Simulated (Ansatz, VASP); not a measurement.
# One calculation of InAs, two programs

INCAR

```
ALGO = Normal ; EDIFF = 1E-7
ENCUT = 520 ; GGA = PS
ISIF = 2 ; ISMEAR = 0
LASPH = True ; LCHARG = False
LREAL = False ; LWAVE = False
NBANDS = 16 ; NELM = 100
PREC = Accurate ; SIGMA = 0.1
```

The input KPOINTS:

```
k-points
0
Gamma
  4 4 4
```

POSCAR

```
InAs
1.0
    0.0000000000      3.0438898540      3.0438898540
    3.0438898540      0.0000000000      3.0438898540
    3.0438898540      3.0438898540      0.0000000000
In As
1 1
Direct
    0.0000000000      0.0000000000      0.0000000000
    0.2500000000      0.2500000000      0.2500000000
```

Input for Ansatz:

```yaml
crystal:
  lattice:
    - [0.0, 3.043889854, 3.043889854]
    - [3.043889854, 0.0, 3.043889854]
    - [3.043889854, 3.043889854, 0.0]
  atoms:
    - { symbol: In, position: [0.0, 0.0, 0.0] }
    - { symbol: As, position: [0.25, 0.25, 0.25] }
basis:
  ecutwfc: 420
kpoints:
  mp_grid: { grid: [4, 4, 4] }
  band_path:
    path:
      - [0.0, 0.0, 0.0]
      - [-0.5, -0.5, 0.0]
      - [-0.375, -0.375, 0.25]
      - [-0.375, 0.0, 0.375]
      - [0.0, 0.0, 0.5]
      - [-0.5, -0.25, 0.25]
    npoints: 1
hamiltonian:
  xc: pbesol
scf:
  occupations: { method: gaussian, width: 0.1 }
  n_extra_bands: 4
output:
  forces: true
  stress: true
  eigenvalues: true
```

Alike in both runs: task single point; functional PBEsol; k mesh 4 × 4 × 4; occupations gaussian, width 0.1 eV; no spin polarisation.

|  | VASP | Ansatz |
| --- | --- | --- |
| version | VASP 6.6.1 | Ansatz 0.2.0 |
| potentials or method | VASP PAW PBE potentials, release 64 (In_d, As), cutoff 520 eV | scalar-relativistic, plane waves, PAW |
| valence electrons in the cell | 18 | 28 |

Ansatz gave:

| Item | Value |
| --- | --- |
| gap on the k mesh at the Fermi level (eV) | none |
| pressure (GPa) | 0.5 |

Problem. What did VASP give for the same quantities?

Solution. gap on the k mesh at the Fermi level (eV): none; pressure (GPa): 0.6.

VASP's potentials were made for PBE, not for PBEsol. A gap of «none» marks a metal or a gap that the smearing closes. The functional is the same, so the differences come from potentials, cutoffs and numerics. VASP's potentials hold 18 valence electrons a cell and Ansatz's 28, so a difference there can come from the potentials and not from the codes.

The k mesh is coarse, so the values compare programs but aren't converged.
